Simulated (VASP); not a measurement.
# N (Pa-3) in VASP: a series of runs

Aim: see how the results for N move with the level of theory and the settings. Levels: PBE, r2SCAN. Tasks: single point.

All numbers are computed with VASP 6.6.1; they aren't measurements. Logs are shortened: lines on timing, memory, paths and dates and some standing lists are left out, and cuts for length are marked.

## (1) The cell of the first run

The structure is cubic, space group Pa-3 (No. 205). The conventional cell has a = 5.478 Å, b = 5.478 Å, c = 5.478 Å, α = 90.00°, β = 90.00°, γ = 90.00°. Within 1.5 Å of N (site symmetry 3) lie 1 N at 1.09 Å.

## (2) Single point, PBE

Input file INCAR:

```
SYSTEM = N
PREC     = Accurate       ! precision mode
ENCUT    = 520            ! plane-wave cutoff, eV
EDIFF    = 1E-6           ! SCF threshold, eV
ISMEAR   = -1             ! smearing method
SIGMA    = 0.02           ! smearing width, eV
LREAL    = .False.        ! projectors in reciprocal space
LASPH    = .True.         ! aspherical terms in the spheres
NELM     = 60             ! most SCF steps
ALGO     = Normal         ! electronic algorithm
ISIF     = 2              ! what is computed and relaxed
LWAVE    = .False.        ! write WAVECAR
LCHARG   = .False.        ! write CHGCAR
GGA      = PE             ! functional
NBANDS   = 30             ! bands
```

Input file KPOINTS:

```
Automatic mesh
0
Gamma
  6 6 6
  0 0 0
```

Input file POSCAR:

```
N
1.0
    5.4776496753      0.0000000000      0.0000000000
    0.0000000000      5.4776496753      0.0000000000
    0.0000000000      0.0000000000      5.4776496753
N
8
Direct
    0.0576092872      0.0576092872      0.0576092872
    0.4423907128      0.9423907128      0.5576092872
    0.5576092872      0.4423907128      0.9423907128
    0.9423907128      0.5576092872      0.4423907128
    0.9423907128      0.9423907128      0.9423907128
    0.5576092872      0.0576092872      0.4423907128
    0.4423907128      0.5576092872      0.0576092872
    0.0576092872      0.4423907128      0.5576092872
```

Potentials or basis: VASP PAW PBE potentials, release 64 (N).

Launch:

```
cat potpaw_PBE.64/N/POTCAR > POTCAR
mpirun -np 1 vasp_std > vasp.out
```

OUTCAR:

```text
SYSTEM = N
   PREC = Accurate
   ENCUT = 520
   EDIFF = 1E-6
   ISMEAR = -1
   LREAL = .False.
   LASPH = .True.
   NELM = 60
   ISIF = 2
   GGA = PE

 ion  position               nearest neighbor table
   1  0.058  0.058  0.058-   5 1.09
   2  0.442  0.942  0.558-   6 1.09
   3  0.558  0.442  0.942-   7 1.09
   4  0.942  0.558  0.442-   8 1.09
   5  0.942  0.942  0.942-   1 1.09
   6  0.558  0.058  0.442-   2 1.09
   7  0.442  0.558  0.058-   3 1.09
   8  0.058  0.442  0.558-   4 1.09

  LATTYP: Found a simple cubic cell.
 ALAT       =     5.4776496753

  Lattice vectors:

 A1 = (   5.4776496753,   0.0000000000,   0.0000000000)
 A2 = (   0.0000000000,   5.4776496753,   0.0000000000)
 A3 = (   0.0000000000,   0.0000000000,   5.4776496753)

Analysis of symmetry for initial positions (statically):
=====================================================================
 Subroutine PRICEL returns:
 Original cell was already a primitive cell.

 Routine SETGRP: Setting up the symmetry group for a
 simple cubic supercell.

 Subroutine GETGRP returns: Found 24 space group operations
 (whereof  6 operations were pure point group operations)
 out of a pool of 48 trial point group operations.

The static configuration has the point symmetry S_6 .
 The point group associated with its full space group is T_h .

Analysis of symmetry for dynamics (positions and initial velocities):
=====================================================================
 Subroutine PRICEL returns:
 Original cell was already a primitive cell.

 Routine SETGRP: Setting up the symmetry group for a
 simple cubic supercell.

 Subroutine GETGRP returns: Found 24 space group operations
 (whereof  6 operations were pure point group operations)
 out of a pool of 48 trial point group operations.

The dynamic configuration has the point symmetry S_6 .
 The point group associated with its full space group is T_h .

 Subroutine INISYM returns: Found 24 space group operations
 (whereof  6 operations are pure point group operations),
 and found     1 'primitive' translations

----------------------------------------------------------------------------------------

                                     Primitive cell

  volume of cell :     164.3549

  direct lattice vectors                    reciprocal lattice vectors
     5.477649675  0.000000000  0.000000000     0.182560050  0.000000000  0.000000000
     0.000000000  5.477649675  0.000000000     0.000000000  0.182560050  0.000000000
     0.000000000  0.000000000  5.477649675     0.000000000  0.000000000  0.182560050

  length of vectors
     5.477649675  5.477649675  5.477649675     0.182560050  0.182560050  0.182560050

  position of ions in fractional coordinates (direct lattice)
     0.057609287  0.057609287  0.057609287
     0.442390713  0.942390713  0.557609287
     0.557609287  0.442390713  0.942390713
     0.942390713  0.557609287  0.442390713
     0.942390713  0.942390713  0.942390713
     0.557609287  0.057609287  0.442390713
     0.442390713  0.557609287  0.057609287
     0.057609287  0.442390713  0.557609287

  ion indices of the primitive-cell ions
   primitive index   ion index
                 1           1
                 2           2
                 3           3
                 4           4
                 5           5
                 6           6
                 7           7
                 8           8

----------------------------------------------------------------------------------------

 KPOINTS: Automatic mesh

Automatic generation of k-mesh.
 Grid dimensions read from file:
 generate k-points for:    6    6    6

 Generating k-lattice:

  Cartesian coordinates                     Fractional coordinates (reciprocal lattice)
     0.030426675  0.000000000  0.000000000     0.166666667  0.000000000  0.000000000
     0.000000000  0.030426675  0.000000000     0.000000000  0.166666667  0.000000000
     0.000000000  0.000000000  0.030426675     0.000000000  0.000000000  0.166666667

  Length of vectors
     0.030426675  0.030426675  0.030426675

  Shift w.r.t. Gamma in fractional coordinates (k-lattice)
     0.000000000  0.000000000  0.000000000

 Subroutine IBZKPT returns following result:
 ===========================================

 Found     24 irreducible k-points:

 Following reciprocal coordinates:
            Coordinates               Weight
  0.000000  0.000000  0.000000      1.000000
  0.166667  0.000000  0.000000      6.000000
  0.333333  0.000000  0.000000      6.000000
  0.500000  0.000000  0.000000      3.000000
  0.166667  0.166667  0.000000     12.000000
  0.333333  0.166667  0.000000     12.000000
[... 16 lines left out ...]
  0.500000  0.500000  0.333333      6.000000
  0.500000  0.500000  0.500000      1.000000
   k-points           NKPTS =     24   k-points in BZ     NKDIM =     24   number of bands    NBANDS=     30
   number of dos      NEDOS =    301   number of ions     NIONS =      8
   total plane-waves  NPLWV =  74088
   dimension x,y,z NGX =    42 NGY =   42 NGZ =   42
   dimension x,y,z NGXF=    84 NGYF=   84 NGZF=   84
   ions per type =               8
   NGX,Y,Z   is equivalent  to a cutoff of  12.75, 12.75, 12.75 a.u.
   NGXF,Y,Z  is equivalent  to a cutoff of  25.49, 25.49, 25.49 a.u.
 SYSTEM =  N
   PREC   = accura    normal or accurate (medium, high low for compatibility)
   ISTART =      0    job   : 0-new  1-cont  2-samecut
   ICHARG =      2    charge: 1-file 2-atom 10-const
   ISPIN  =      1    spin polarized calculation?
   LNONCOLLINEAR =      F non collinear calculations
   LSORBIT =      F    spin-orbit coupling
   LASPH  =      T    aspherical Exc in radial PAW
   ENCUT  =  520.0 eV  38.22 Ry    6.18 a.u.  10.18 10.18 10.18*2*pi/ulx,y,z
   NELM   =     60;   NELMIN=  2; NELMDL= -5     # of ELM steps
   EDIFF  = 0.1E-05   stopping-criterion for ELM
   LREAL  =      F    real-space projection
   EDIFFG = 0.1E-04   stopping-criterion for IOM
   NSW    =      0    number of steps for IOM
   IBRION =     -1    ionic relax: 0-MD 1-quasi-New 2-CG
   NFREE  =      0    steps in history (QN), initial steepest desc. (CG)
   ISIF   =      2    stress and relaxation
   ISYM   =      2    0-nonsym 1-usesym 2-fastsym
   POTIM  = 0.5000    time-step for ionic-motion
   TEBEG  =    0.0;   TEEND  =   0.0 temperature during run
   PSTRESS=    0.0 pullay stress
   NELECT =      40.0000    total number of electrons
   NUPDOWN=      -1.0000    fix difference up-down
   EMIN   =  10.00;   EMAX   =-10.00  energy-range for DOS
   EFERMI =   0.00;   METHOD = LEGACY
   ISMEAR =    -1;   SIGMA  =   0.02  broadening in eV -4-tet -1-fermi 0-gaus
   EFERMI_NEDOS =   21; number of points for ismear=-14 and -15
   IALGO  =     38    algorithm
   IMIX   =      4    mixing-type and parameters
     AMIX     =   0.40;   BMIX     =  1.00
     AMIX_MAG =   1.60;   BMIX_MAG =  1.00
  volume/ion in A,a.u.               =      20.54       138.64
  Fermi-wavevector in a.u.,A,eV,Ry     =   1.022117  1.931521 14.214319  1.044723
  Thomas-Fermi vector in A             =   2.155779
   LORBIT       =      0    0 simple, 1 ext, 2 COOP (PROOUT), +10 PAW based schemes
   GGA     = PE    functional components
   LHFCALC =     F    Hartree Fock is set to
   AEXX    =    0.0000 exact exchange contribution
   IVDW    =     0    specifies the selected vdW correction
   LEPSILON=     F    determine dielectric tensor
   LRPA    =     F    only Hartree local field effects (RPA)
 non-spin polarized calculation
  energy-cutoff  :      520.00
  volume of cell :      164.35
 maximum number of plane-waves:      4468
 NGX is ok and might be reduce to    42
   NGX = 21   NGY = 21   NGZ = 21

 number of electron      39.9999990 magnetization

 Free energy of the ion-electron system (eV)
  ---------------------------------------------------
  ext. energy  EPLUGINS =         0.00000000
  ---------------------------------------------------
  free energy    TOTEN  =       -66.45086444 eV

  energy without entropy =      -66.45086444  energy(sigma->0) =      -66.45086444

 E-fermi :  -5.6453     XC(G=0):  -6.7805

 val. band max:       -6.1374542101   @ k =   0.5000   0.0000   0.0000
 cond. band min:       1.1643852560   @ k =   0.0000   0.0000   0.0000
 fundamental gap:      7.3018394661
 Fermi energy:        -5.6453181693

 k-point     1 :       0.0000    0.0000    0.0000
  band No.  band energies     occupation
      1     -24.6988      2.00000
      2     -24.6251      2.00000
      3     -24.6251      2.00000
      4     -24.6251      2.00000
      5      -9.7083      2.00000
      6      -9.7083      2.00000
[... 22 lines left out ...]
     29       5.4364      0.00000
     30       8.3163      0.00000

 k-point     2 :       0.1667    0.0000    0.0000
  band No.  band energies     occupation
      1     -24.6941      2.00000
      2     -24.6301      2.00000
      3     -24.6251      2.00000
      4     -24.6251      2.00000
      5      -9.7031      2.00000
      6      -9.7012      2.00000
[... 22 lines left out ...]
     29       5.4842      0.00000
     30       7.6332      0.00000

 k-point     3 :       0.3333    0.0000    0.0000
  band No.  band energies     occupation
      1     -24.6805      2.00000
      2     -24.6435      2.00000
      3     -24.6249      2.00000
      4     -24.6249      2.00000
      5      -9.6905      2.00000
      6      -9.6872      2.00000
[... 22 lines left out ...]
     29       5.6826      0.00000
     30       6.7836      0.00000

 k-point     4 :       0.5000    0.0000    0.0000
  band No.  band energies     occupation
      1     -24.6621      2.00000
      2     -24.6621      2.00000
      3     -24.6249      2.00000
      4     -24.6249      2.00000
      5      -9.6823      2.00000
      6      -9.6823      2.00000
[... 22 lines left out ...]
     29       6.1124      0.00000
     30       6.1124      0.00000

 k-point     5 :       0.1667    0.1667    0.0000
  band No.  band energies     occupation
      1     -24.6895      2.00000
      2     -24.6297      2.00000
      3     -24.6297      2.00000
      4     -24.6254      2.00000
      5      -9.7010      2.00000
      6      -9.6896      2.00000
[... 22 lines left out ...]
     29       5.5337      0.00000
     30       7.6196      0.00000
[... 526 lines left out ...]
     29       6.1847      0.00000
     30       6.9701      0.00000

 k-point    22 :       0.5000    0.3333    0.3333
  band No.  band energies     occupation
      1     -24.6479      2.00000
      2     -24.6479      2.00000
      3     -24.6385      2.00000
      4     -24.6385      2.00000
      5      -9.7003      2.00000
      6      -9.7003      2.00000
[... 22 lines left out ...]
     29       6.5541      0.00000
     30       6.5541      0.00000

 k-point    23 :       0.5000    0.5000    0.3333
  band No.  band energies     occupation
      1     -24.6431      2.00000
      2     -24.6431      2.00000
      3     -24.6431      2.00000
      4     -24.6431      2.00000
      5      -9.6999      2.00000
      6      -9.6999      2.00000
[... 22 lines left out ...]
     29       6.8552      0.00000
     30       6.8552      0.00000

 k-point    24 :       0.5000    0.5000    0.5000
  band No.  band energies     occupation
      1     -24.6429      2.00000
      2     -24.6429      2.00000
      3     -24.6429      2.00000
      4     -24.6429      2.00000
      5      -9.7137      2.00000
      6      -9.7137      2.00000
[... 22 lines left out ...]
     29       6.9616      0.00000
     30       6.9616      0.00000

------------------------ aborting loop because EDIFF is reached ----------------------------------------

  FORCE on cell =-STRESS in cart. coord.  units (eV):
  Direction    XX          YY          ZZ          XY          YZ          ZX
  --------------------------------------------------------------------------------------
  -------------------------------------------------------------------------------------
  Total        5.2940348      5.2940348      5.2940348      0.0000000     -0.0000000     -0.0000000
  in kB       51.6077134     51.6077134     51.6077134      0.0000000     -0.0000000     -0.0000000
  external PRESSURE =      51.6077134 kB  Pullay stress =       0.0000000 kB

 VOLUME and BASIS-vectors are now :
 -----------------------------------------------------------------------------
  energy-cutoff  :      520.00
  volume of cell :      164.35
      direct lattice vectors                 reciprocal lattice vectors
     5.477649675  0.000000000  0.000000000     0.182560050  0.000000000  0.000000000
     0.000000000  5.477649675  0.000000000     0.000000000  0.182560050  0.000000000
     0.000000000  0.000000000  5.477649675     0.000000000  0.000000000  0.182560050

 POSITION                                       TOTAL-FORCE (eV/Angst)
 -----------------------------------------------------------------------------------
      0.31556      0.31556      0.31556         1.800409      1.800409      1.800409
      2.42326      5.16209      3.05439        -1.800409     -1.800409      1.800409
      3.05439      2.42326      5.16209         1.800409     -1.800409     -1.800409
      5.16209      3.05439      2.42326        -1.800409      1.800409     -1.800409
      5.16209      5.16209      5.16209        -1.800409     -1.800409     -1.800409
      3.05439      0.31556      2.42326         1.800409      1.800409     -1.800409
      2.42326      3.05439      0.31556        -1.800409      1.800409      1.800409
      0.31556      2.42326      3.05439         1.800409     -1.800409      1.800409
 -----------------------------------------------------------------------------------
    total drift:                               -0.000000      0.000000      0.000000

  FREE ENERGIE OF THE ION-ELECTRON SYSTEM (eV)
  ---------------------------------------------------
  free  energy   TOTEN  =       -66.4508644352 eV

  energy  without entropy=      -66.4508644352  energy(sigma->0) =      -66.45086444
```

It took 79 s on 1 thread of Intel Xeon Platinum 8259CL at 2.50GHz (Skylake/Cascade Lake), shared host; peak memory 0.27 GiB.

Results:

```yaml
Free_energy: -66.4509 eV
Pressure: 5.2 GPa
Largest_force: 3.118 eV/Å
Band_gap_on_the_k_mesh: 7.30 eV (least direct gap 7.34 eV)
```

Forces in eV/Å, atoms in the order of the input:
```
N    1.800  1.800  1.800
N   -1.800 -1.800  1.800
N    1.800 -1.800 -1.800
N   -1.800  1.800 -1.800
N   -1.800 -1.800 -1.800
N    1.800  1.800 -1.800
N   -1.800  1.800  1.800
N    1.800 -1.800  1.800
```

Caveat: the standard files for N, O and F lose accuracy on very short bonds; the cell stands under pressure; this functional lacks dispersion, which holds the molecules together, so the pressure and a relaxed volume are unreliable; forces of over 1 eV/Å act on the atoms, so gaps and moduli don't describe the material at rest.

## (3) Single point, r2SCAN

POSCAR is that of step 2.

Input file INCAR.step1:

```
SYSTEM = N
  PREC = Accurate
  ENCUT = 520
  ISMEAR = 0
  SIGMA = 0.01
  LREAL = .FALSE.
  LASPH = .TRUE.
  NELM = 80
  NBANDS = 30
  GGA = PE
  ALGO = Normal
  EDIFF = 1E-4
  LWAVE = .TRUE.
  LCHARG = .FALSE.
```

Input file INCAR.step2:

```
SYSTEM = N
  PREC = Accurate
  ENCUT = 520
  EDIFF = 1E-7
  ISMEAR = 0
  SIGMA = 0.01
  LREAL = .FALSE.
  LASPH = .TRUE.
  NELM = 80
  ALGO = Normal
  ISIF = 2
  LWAVE = .FALSE.
  LCHARG = .TRUE.
  METAGGA = R2SCAN
  LMIXTAU = .TRUE.
  LELF = .TRUE.
  LVHAR = .TRUE.
  NBANDS = 30
  ISTART = 1
```

Input file KPOINTS:

```
Automatic mesh
0
G
  6 6 6
  0 0 0
```

Potentials or basis: VASP PAW PBE potentials, release 64 (N).

Launch:

```
cat potpaw_PBE.64/N/POTCAR > POTCAR
cp INCAR.step1 INCAR
mpirun -np 1 vasp_std > vasp.out
cp INCAR.step2 INCAR
mpirun -np 1 vasp_std > vasp.out
```

Wall time 6.1 min (1 thread of Intel Xeon Platinum 8259CL at 2.50GHz (Skylake/Cascade Lake), shared host); peak memory 0.31 GiB.

Results (log left out):

* Free energy: -72.9054 eV
* Pressure: 3.2 GPa
* Largest force: 2.246 eV/Å
* Band gap on the k mesh: 7.97 eV (least direct gap 8.00 eV)

Forces on the atoms (eV/Å):
```
N    1.297  1.297  1.297
N   -1.297 -1.297  1.297
N    1.297 -1.297 -1.297
N   -1.297  1.297 -1.297
N   -1.297 -1.297 -1.297
N    1.297  1.297 -1.297
N   -1.297  1.297  1.297
N    1.297 -1.297  1.297
```

Levels at points of the mesh, in eV from the valence-band top:
| k point | band 17 | band 18 | band 19 | band 20 | band 21 | band 22 | band 23 | band 24 |
| --- | --- | --- | --- | --- | --- | --- | --- | --- |
| (0.00, 0.00, 0.00) | -1.05 | -0.03 | -0.03 | -0.03 | 7.97 | 7.97 | 7.97 | 9.01 |
| (0.50, 0.00, 0.00) | -0.32 | -0.32 | 0.00 | 0.00 | 8.29 | 8.29 | 8.72 | 8.72 |
| (0.50, 0.50, 0.00) | -0.17 | -0.17 | -0.17 | -0.17 | 8.72 | 8.72 | 8.72 | 8.72 |
| (0.50, 0.50, 0.50) | -0.27 | -0.27 | -0.27 | -0.27 | 8.72 | 8.72 | 8.72 | 8.72 |

Caveat: the standard files for N, O and F lose accuracy on very short bonds; the cell stands under pressure; the PAW data sets were made with another functional, which shifts forces and pressure a little. A k mesh can miss the band edges.
